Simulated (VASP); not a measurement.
Input of a VASP 6.6.1 run:

INCAR

```
SYSTEM = InSb
  ALGO = Normal
  EDIFF = 1E-6
  ENCUT = 520
  GGA = PE
  ISIF = 2
  ISMEAR = 0
  IVDW = 12
  LASPH = .True.
  LCHARG = .False.
  LREAL = .False.
  LWAVE = .False.
  NBANDS = 16
  NELM = 100
  PREC = Accurate
  SIGMA = 0.15
```

Contents of KPOINTS:

```
k-points
0
Gamma
  14 14 14
  0 0 0
```

The input POSCAR:

```
InSb
1.0
    3.8076520000      0.0000000000      0.0000000000
    0.0000000000      3.8076520000      0.0000000000
    0.0000000000      0.0000000000      3.8076520000
In Sb
1 1
Direct
    0.0000000000      0.0000000000      0.0000000000
    0.5000000000      0.5000000000      0.5000000000
```

Potentials or basis: VASP PAW PBE potentials, release 64 (In_d, Sb).

Launch:

```console
$ cat potpaw_PBE.64/In_d/POTCAR potpaw_PBE.64/Sb/POTCAR > POTCAR
$ mpirun -np 1 vasp_std > vasp.out
```

Problem. What does it give for the pressure?

Solution. -2.5 GPa.

Problem. What does it give for the band gap on the k mesh?

Solution. Zero (band 9 reaches 8.67 eV, above the bottom of band 10 at 5.35 eV).

Problem. Predict the dispersion energy per atom.

Solution. -0.409 eV.

Caveat: spin-orbit coupling is left out, which moves the levels of the heavy elements; pairwise dispersion overbinds metals, which lowers pressure and volume.
